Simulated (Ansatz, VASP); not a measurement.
**Two plane-wave programs on Si3N2**

The input INCAR:

```
SYSTEM = Si3N2
PREC = Accurate
ENCUT = 600
EDIFF = 1E-6
ISMEAR = 0
SIGMA = 0.1
LREAL = .FALSE.
LASPH = .TRUE.
NELM = 80
ALGO = Normal
ISIF = 3
LWAVE = .FALSE.
LCHARG = .FALSE.
GGA = PE
IBRION = 2
NSW = 100
EDIFFG = -0.01
```

KPOINTS

```
regular mesh
0
G
  10 10 8
  0 0 0
```

Contents of POSCAR:

```
Si3N2
1.0
    3.5937834264      0.0000000000      0.0000000000
    0.0000000000      3.5937834264      0.0000000000
    0.0000000000      0.0000000000      4.7087761018
Si N
3 2
Direct
    0.5000000000      0.0000000000      0.1522014006
    0.0000000000      0.5000000000      0.1522014006
    0.5000000000      0.5000000000      0.6846176067
    0.5000000000      0.0000000000      0.7691435510
    0.0000000000      0.5000000000      0.7691435510
```

Input for Ansatz:

```yaml
crystal:
  lattice:
    - [3.5937834264, 0.0, 0.0]
    - [0.0, 3.5937834264, 0.0]
    - [0.0, 0.0, 4.7087761018]
  atoms:
    - { symbol: Si, position: [0.5, 0.0, 0.1522014006] }
    - { symbol: Si, position: [0.0, 0.5, 0.1522014006] }
    - { symbol: Si, position: [0.5, 0.5, 0.6846176067] }
    - { symbol: "N", position: [0.5, 0.0, 0.769143551] }
    - { symbol: "N", position: [0.0, 0.5, 0.769143551] }
basis:
  ecutwfc: 420
kpoints:
  mp_grid: { grid: [10, 10, 8] }
hamiltonian:
  xc: pbe
scf:
  occupations: { method: gaussian, width: 0.1 }
output:
  forces: true
  stress: true
  eigenvalues: true
  write_density: true
  write_potential: true
  elf: true
  volumetric_format: npy
relax:
  adjacent_minimum: "off"
  f_tol: 0.01
  max_steps: 80
  cell: { stress_tol: 0.05 }
```

Alike in both runs: task relaxation of cell and atoms; functional PBE; k mesh 10 × 10 × 8; occupations gaussian, width 0.1 eV; no spin polarisation.

|  | VASP | Ansatz |
| --- | --- | --- |
| version | VASP 6.6.1 | Ansatz 0.2.0 |
| potentials or method | VASP PAW PBE potentials, release 64 (Si, N), cutoff 600 eV | scalar-relativistic, plane waves, PAW |
| valence electrons in the cell | 22 | 22 |

```tsv
	VASP	Ansatz	Ansatz less VASP
gap on the k mesh at the Fermi level, each at its own relaxed structure (eV)	none	none	-
relaxed volume (Å³/atom)	12.08	12.11	+0.030
relaxed cell length with the largest relative difference (Å)	4.676	4.684	+0.0076
```

A gap of «none» marks a metal or a gap that the smearing closes.
